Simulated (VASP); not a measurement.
# BN (Cmm2) in VASP: notebook, part 2 of 2

VASP 6.6.1. The steps go on from the part before.

### Step 4. Single point, PBE (atom 5 (N) moved -0.100 Å along Cartesian [0 0 1])

Input file INCAR:

```
SYSTEM = BN
PREC = Accurate ; ENCUT = 520
EDIFF = 1E-6 ; ISMEAR = 0
SIGMA = 0.05 ; LREAL = .FALSE.
LASPH = .TRUE. ; NELM = 60
ALGO = Normal ; ISIF = 2
LWAVE = .FALSE. ; LCHARG = .TRUE.
GGA = PE ; LELF = .TRUE.
LVHAR = .TRUE. ; NBANDS = 26
```

Input file KPOINTS:

```
regular mesh
0
G
  6 6 6
  0 0 0
```

Input file POSCAR:

```
BN
1.0
    3.6260020000      0.0000000000      0.0000000000
    0.0000000000     -3.6260020000      0.0000000000
    0.0000000000      0.0000000000     -3.6260020000
B N
4 4
Direct
    0.0000000000      0.5000000000      0.5000000000
    0.5000000000      0.0000000000      0.5000000000
    0.5000000000      0.5000000000      0.0000000000
    0.0000000000      0.0000000000      0.0000000000
    0.7500000000      0.7500000000      0.7775785838
    0.2500000000      0.2500000000      0.7500000000
    0.2500000000      0.7500000000      0.2500000000
    0.7500000000      0.2500000000      0.2500000000
```

Potentials or basis: VASP PAW PBE potentials, release 64 (B, N).

The run is started by

```
cat potpaw_PBE.64/B/POTCAR potpaw_PBE.64/N/POTCAR > POTCAR
mpirun -np 1 vasp_std > vasp.out
```

OUTCAR:

```text
SYSTEM = BN
   PREC = Accurate
   ENCUT = 520
   EDIFF = 1E-6
   ISMEAR = 0
   LREAL = .FALSE.
   LASPH = .TRUE.
   NELM = 60
   ISIF = 2
   GGA = PE

 ion  position               nearest neighbor table
   1  0.000  0.500  0.500-   6 1.57   7 1.57   8 1.57   5 1.63
   2  0.500  0.000  0.500-   6 1.57   7 1.57   8 1.57   5 1.63
   3  0.500  0.500  0.000-   5 1.51   6 1.57   7 1.57   8 1.57
   4  0.000  0.000  0.000-   5 1.51   6 1.57   7 1.57   8 1.57
   5  0.750  0.750  0.778-   3 1.51   4 1.51   1 1.63   2 1.63
   6  0.250  0.250  0.750-   1 1.57   2 1.57   3 1.57   4 1.57
   7  0.250  0.750  0.250-   1 1.57   2 1.57   3 1.57   4 1.57
   8  0.750  0.250  0.250-   1 1.57   2 1.57   3 1.57   4 1.57

  LATTYP: Found a simple cubic cell.
 ALAT       =     3.6260020000

  Lattice vectors:

 A1 = (   3.6260020000,   0.0000000000,   0.0000000000)
 A2 = (   0.0000000000,  -3.6260020000,   0.0000000000)
 A3 = (   0.0000000000,   0.0000000000,  -3.6260020000)

Analysis of symmetry for initial positions (statically):
=====================================================================
[... 187 lines left out ...]

 val. band max:        7.5111798884   @ k =   0.0000   0.0000   0.0000
 cond. band min:      11.7045539109   @ k =   0.0000   0.0000   0.0000
 fundamental gap:      4.1933740225
 Fermi energy:         7.7250058243

 k-point     1 :       0.0000    0.0000    0.0000
  band No.  band energies     occupation
      1     -12.8450      2.00000
      2      -7.3425      2.00000
      3      -7.3101      2.00000
      4      -7.2945      2.00000
      5      -1.6685      2.00000
      6      -1.5372      2.00000
[... 685 lines left out ...]
     25      19.7617      0.00000
     26      19.8719      0.00000

 [... further k-points ...]
[... 5 lines left out ...]
  --------------------------------------------------------------------------------------
  -------------------------------------------------------------------------------------
  Total        0.3010484      0.3010484      0.0451396     -0.1667806     -0.0000000      0.0000000
  in kB       10.1172586     10.1172586      1.5169938     -5.6049549     -0.0000000      0.0000000
  external PRESSURE =       7.2505037 kB  Pullay stress =       0.0000000 kB

 VOLUME and BASIS-vectors are now :
 -----------------------------------------------------------------------------
  energy-cutoff  :      520.00
  volume of cell :       47.67
      direct lattice vectors                 reciprocal lattice vectors
     3.626002000  0.000000000  0.000000000     0.275785838  0.000000000  0.000000000
     0.000000000 -3.626002000  0.000000000     0.000000000 -0.275785838  0.000000000
     0.000000000  0.000000000 -3.626002000     0.000000000  0.000000000 -0.275785838

 POSITION                                       TOTAL-FORCE (eV/Angst)
 -----------------------------------------------------------------------------------
      0.00000     -1.81300     -1.81300        -0.104024     -0.104024     -0.509442
      1.81300      0.00000     -1.81300         0.104024      0.104024     -0.509442
      1.81300     -1.81300      0.00000        -0.246820      0.246820     -0.659902
      0.00000      0.00000      0.00000         0.246820     -0.246820     -0.659902
      2.71950     -2.71950     -2.81950         0.000000      0.000000      3.475432
      0.90650     -0.90650     -2.71950         0.000000      0.000000      0.241726
      0.90650     -2.71950     -0.90650         0.000000      0.000000     -0.689235
      2.71950     -0.90650     -0.90650         0.000000      0.000000     -0.689235
 -----------------------------------------------------------------------------------
    total drift:                                0.000000     -0.000000      0.000135

  FREE ENERGIE OF THE ION-ELECTRON SYSTEM (eV)
  ---------------------------------------------------
  free  energy   TOTEN  =       -69.6296535671 eV

  energy  without entropy=      -69.6296535671  energy(sigma->0) =      -69.62965357
```

OSZICAR:

```text
N       E                     dE             d eps       ncg     rms          rms(c)
DAV:   1     0.107767206048E+03    0.10777E+03   -0.17227E+04  2704   0.122E+03
DAV:   2    -0.673034631084E+02   -0.17507E+03   -0.16599E+03  3564   0.279E+02
DAV:   3    -0.734401729871E+02   -0.61367E+01   -0.61066E+01  3628   0.490E+01
DAV:   4    -0.734780253203E+02   -0.37852E-01   -0.37815E-01  3434   0.414E+00
DAV:   5    -0.734784202074E+02   -0.39489E-03   -0.39473E-03  3518   0.401E-01    0.134E+01
DAV:   6    -0.699459264463E+02    0.35325E+01   -0.83609E+00  3404   0.168E+01    0.633E+00
DAV:   7    -0.696885060696E+02    0.25742E+00   -0.56303E-01  3472   0.469E+00    0.389E+00
DAV:   8    -0.696318228312E+02    0.56683E-01   -0.14009E-01  3106   0.237E+00    0.356E-01
DAV:   9    -0.696291246044E+02    0.26982E-02   -0.65083E-03  3486   0.575E-01    0.185E-01
DAV:  10    -0.696296515517E+02   -0.52695E-03   -0.97226E-04  3262   0.202E-01    0.453E-02
DAV:  11    -0.696296489794E+02    0.25724E-05   -0.14981E-04  3524   0.748E-02    0.156E-02
DAV:  12    -0.696296530416E+02   -0.40622E-05   -0.10920E-05  3442   0.246E-02    0.511E-03
DAV:  13    -0.696296535671E+02   -0.52548E-06   -0.40587E-07  2162   0.485E-03
   1 F= -.69629654E+02 E0= -.69629654E+02  d E =-.149038E-11
```

stdout:

```text
POSCAR found type information on POSCAR B N
 POSCAR found :  2 types and       8 ions
 scaLAPACK will be used
 LDA part: xc-table for (Slater+PW92), standard interpolation
 POSCAR, INCAR and KPOINTS ok, starting setup
 FFT: planning ... GRIDC
 FFT: planning ... GRID_SOFT
 FFT: planning ... GRID
 WAVECAR not read
 entering main loop
```

It took 44 s on 1 thread of Intel Xeon Platinum 8259CL at 2.50GHz (Skylake/Cascade Lake), shared host; peak memory 0.18 GiB.

What came out:

```
Free energy            : -69.6297 eV
Pressure               : 0.7 GPa
Largest force          : 3.475 eV/Å
Band gap on the k mesh : 4.19 eV
```

Forces on the atoms (eV/Å):
```
B   -0.104 -0.104 -0.509
B    0.104  0.104 -0.509
B   -0.247  0.247 -0.660
B    0.247 -0.247 -0.660
N    0.000  0.000  3.475
N    0.000  0.000  0.242
N    0.000  0.000 -0.689
N    0.000  0.000 -0.689
```

Caveat: the cell differs from its parent crystal (atom 5 (N) moved -0.100 Å along Cartesian [0 0 1]); forces of over 1 eV/Å act on the atoms, so gaps and moduli don't describe the material at rest. A k mesh can miss the band edges.

### Step 5. Single point, PBE (atom 5 (N) moved +0.050 Å along Cartesian [0 0 1])

Input file INCAR:

```
ALGO = Normal
EDIFF = 1E-6
ENCUT = 520
GGA = PE
ISIF = 2
ISMEAR = 0
LASPH = True
LCHARG = False
LREAL = False
LWAVE = False
NBANDS = 26
NELM = 60
PREC = Accurate
SIGMA = 0.05
```

Input file KPOINTS:

```
k-points
0
Gamma
  6 6 6
```

POSCAR, as its differences from that of step 4:

```diff
@@ -12,3 +12,3 @@
     0.0000000000      0.0000000000      0.0000000000
-    0.7500000000      0.7500000000      0.7775785838
+    0.7500000000      0.7500000000      0.7362107081
     0.2500000000      0.2500000000      0.7500000000
```

Potentials or basis: VASP PAW PBE potentials, release 64 (B, N).

The run is started by

```
cat potpaw_PBE.64/B/POTCAR potpaw_PBE.64/N/POTCAR > POTCAR
mpirun -np 1 vasp_std > vasp.out
```

OUTCAR:

```text
EDIFF = 1E-6
   ENCUT = 520
   GGA = PE
   ISIF = 2
   ISMEAR = 0
   LASPH = True
   LREAL = False
   NELM = 60
   PREC = Accurate

 ion  position               nearest neighbor table
   1  0.000  0.500  0.500-   5 1.54   6 1.57   7 1.57   8 1.57
   2  0.500  0.000  0.500-   5 1.54   6 1.57   7 1.57   8 1.57
   3  0.500  0.500  0.000-   6 1.57   7 1.57   8 1.57   5 1.60
   4  0.000  0.000  0.000-   6 1.57   7 1.57   8 1.57   5 1.60
   5  0.750  0.750  0.736-   1 1.54   2 1.54   3 1.60   4 1.60
   6  0.250  0.250  0.750-   1 1.57   2 1.57   3 1.57   4 1.57
   7  0.250  0.750  0.250-   1 1.57   2 1.57   3 1.57   4 1.57
   8  0.750  0.250  0.250-   1 1.57   2 1.57   3 1.57   4 1.57

  LATTYP: Found a simple cubic cell.
 ALAT       =     3.6260020000

  Lattice vectors:

 A1 = (   3.6260020000,   0.0000000000,   0.0000000000)
 A2 = (   0.0000000000,  -3.6260020000,   0.0000000000)
 A3 = (   0.0000000000,   0.0000000000,  -3.6260020000)

Analysis of symmetry for initial positions (statically):
=====================================================================
 Subroutine PRICEL returns:
 Original cell was already a primitive cell.

 Routine SETGRP: Setting up the symmetry group for a
 simple cubic supercell.

 Subroutine GETGRP returns: Found  4 space group operations
 (whereof  2 operations were pure point group operations)
 out of a pool of 48 trial point group operations.

The static configuration has the point symmetry C_1h.
 The point group associated with its full space group is C_2v.

Analysis of symmetry for dynamics (positions and initial velocities):
=====================================================================
 Subroutine PRICEL returns:
 Original cell was already a primitive cell.

[... 135 lines left out ...]
   ISMEAR =     0;   SIGMA  =   0.05  broadening in eV -4-tet -1-fermi 0-gaus
   EFERMI_NEDOS =   21; number of points for ismear=-14 and -15
   IALGO  =     38    algorithm
   IMIX   =      4    mixing-type and parameters
     AMIX     =   0.40;   BMIX     =  1.00
     AMIX_MAG =   1.60;   BMIX_MAG =  1.00
  volume/ion in A,a.u.               =       5.96        40.22
  Fermi-wavevector in a.u.,A,eV,Ry     =   1.433387  2.708709 27.954506  2.054598
  Thomas-Fermi vector in A             =   2.552911
   LORBIT       =      0    0 simple, 1 ext, 2 COOP (PROOUT), +10 PAW based schemes
   GGA     = PE    functional components
   LHFCALC =     F    Hartree Fock is set to
   AEXX    =    0.0000 exact exchange contribution
   IVDW    =     0    specifies the selected vdW correction
   LEPSILON=     F    determine dielectric tensor
   LRPA    =     F    only Hartree local field effects (RPA)
 non-spin polarized calculation
 Gauss-broadening in eV      SIGMA  =   0.05
  energy-cutoff  :      520.00
  volume of cell :       47.67
 maximum number of plane-waves:      1328
   NGX = 13   NGY = 13   NGZ = 13

 number of electron      31.9999996 magnetization

 Free energy of the ion-electron system (eV)
  ---------------------------------------------------
  ext. energy  EPLUGINS =         0.00000000
  ---------------------------------------------------
  free energy    TOTEN  =       -69.76036933 eV

  energy without entropy =      -69.76036933  energy(sigma->0) =      -69.76036933

 E-fermi :   7.6697     XC(G=0): -12.7771

 val. band max:        7.4021500610   @ k =   0.0000   0.0000   0.0000
 cond. band min:      11.7316809418   @ k =   0.0000   0.0000   0.0000
 fundamental gap:      4.3295308808
 Fermi energy:         7.6696595542

 k-point     1 :       0.0000    0.0000    0.0000
  band No.  band energies     occupation
      1     -12.8385      2.00000
      2      -7.3169      2.00000
      3      -7.3087      2.00000
      4      -7.3049      2.00000
      5      -1.6128      2.00000
      6      -1.5581      2.00000
[... 685 lines left out ...]
     25      19.7683      0.00000
     26      19.9807      0.00000

 [... further k-points ...]
[... 5 lines left out ...]
  --------------------------------------------------------------------------------------
  -------------------------------------------------------------------------------------
  Total        0.0383519      0.0383519     -0.0254047      0.0755372      0.0000000      0.0000000
  in kB        1.2888819      1.2888819     -0.8537690      2.5385588      0.0000000      0.0000000
  external PRESSURE =       0.5746650 kB  Pullay stress =       0.0000000 kB

 VOLUME and BASIS-vectors are now :
 -----------------------------------------------------------------------------
  energy-cutoff  :      520.00
  volume of cell :       47.67
      direct lattice vectors                 reciprocal lattice vectors
     3.626002000  0.000000000  0.000000000     0.275785838  0.000000000  0.000000000
     0.000000000 -3.626002000  0.000000000     0.000000000 -0.275785838  0.000000000
     0.000000000  0.000000000 -3.626002000     0.000000000  0.000000000 -0.275785838

 POSITION                                       TOTAL-FORCE (eV/Angst)
 -----------------------------------------------------------------------------------
      0.00000     -1.81300     -1.81300         0.104640      0.104640      0.314439
      1.81300      0.00000     -1.81300        -0.104640     -0.104640      0.314439
      1.81300     -1.81300      0.00000         0.068760     -0.068760      0.276353
      0.00000      0.00000      0.00000        -0.068760      0.068760      0.276353
      2.71950     -2.71950     -2.66950         0.000000     -0.000000     -1.748620
      0.90650     -0.90650     -2.71950         0.000000      0.000000     -0.121462
      0.90650     -2.71950     -0.90650         0.000000      0.000000      0.344249
      2.71950     -0.90650     -0.90650         0.000000      0.000000      0.344249
 -----------------------------------------------------------------------------------
    total drift:                                0.000000     -0.000000     -0.000210

  FREE ENERGIE OF THE ION-ELECTRON SYSTEM (eV)
  ---------------------------------------------------
  free  energy   TOTEN  =       -69.7603693267 eV

  energy  without entropy=      -69.7603693267  energy(sigma->0) =      -69.76036933
```

OSZICAR:

```text
N       E                     dE             d eps       ncg     rms          rms(c)
DAV:   1     0.107888572544E+03    0.10789E+03   -0.17229E+04  2704   0.122E+03
DAV:   2    -0.673915114098E+02   -0.17528E+03   -0.16601E+03  3514   0.279E+02
DAV:   3    -0.735371356903E+02   -0.61456E+01   -0.61154E+01  3644   0.492E+01
DAV:   4    -0.735754071906E+02   -0.38272E-01   -0.38232E-01  3428   0.416E+00
DAV:   5    -0.735758086100E+02   -0.40142E-03   -0.40125E-03  3524   0.403E-01    0.133E+01
DAV:   6    -0.700762174224E+02    0.34996E+01   -0.83799E+00  3382   0.167E+01    0.632E+00
DAV:   7    -0.698185924120E+02    0.25763E+00   -0.55705E-01  3492   0.466E+00    0.388E+00
DAV:   8    -0.697626171512E+02    0.55975E-01   -0.13936E-01  3130   0.236E+00    0.357E-01
DAV:   9    -0.697598346289E+02    0.27825E-02   -0.64314E-03  3412   0.567E-01    0.184E-01
DAV:  10    -0.697603699647E+02   -0.53534E-03   -0.97041E-04  3306   0.201E-01    0.456E-02
DAV:  11    -0.697603682394E+02    0.17252E-05   -0.18886E-04  3546   0.827E-02    0.180E-02
DAV:  12    -0.697603689490E+02   -0.70959E-06   -0.16063E-05  3454   0.282E-02    0.496E-03
DAV:  13    -0.697603693267E+02   -0.37766E-06   -0.45591E-07  2080   0.488E-03
   1 F= -.69760369E+02 E0= -.69760369E+02  d E =-.483577E-16
```

Wall time 42 s (1 thread of Intel Xeon Platinum 8259CL at 2.50GHz (Skylake/Cascade Lake), shared host); peak memory 0.18 GiB.

What came out:

```
Free energy            : -69.7604 eV
Pressure               : 0.1 GPa
Largest force          : 1.749 eV/Å
Band gap on the k mesh : 4.33 eV
```

Forces in eV/Å, atoms in the order of the input:
```
B    0.105  0.105  0.314
B   -0.105 -0.105  0.314
B    0.069 -0.069  0.276
B   -0.069  0.069  0.276
N    0.000  0.000 -1.749
N    0.000  0.000 -0.121
N    0.000  0.000  0.344
N    0.000  0.000  0.344
```

Levels at points of the mesh, in eV from the valence-band top:
```
           k point  band 13  band 14  band 15  band 16  band 17  band 18  band 19  band 20
(0.00, 0.00, 0.00)    -4.87    -0.22    -0.11     0.00     4.33     4.34     4.35     8.54
(0.50, 0.00, 0.00)    -3.09    -3.09    -3.08    -3.06     6.63     6.64     9.42     9.43
(0.00, 0.00, 0.50)    -3.27    -3.14    -3.05    -2.92     6.63     6.67     9.43     9.45
(0.50, 0.50, 0.00)    -2.36    -2.19    -2.18    -2.01     9.46     9.53     9.56     9.65
(0.00, 0.50, 0.50)    -2.28    -2.19    -2.17    -2.08     9.39     9.43     9.65     9.68
(0.50, 0.50, 0.50)    -2.03    -2.03    -1.96    -1.80     9.81     9.86     9.90     9.91
```

Caveat: the cell differs from its parent crystal (atom 5 (N) moved +0.050 Å along Cartesian [0 0 1]); forces of over 1 eV/Å act on the atoms, so gaps and moduli don't describe the material at rest. A k mesh can miss the band edges.
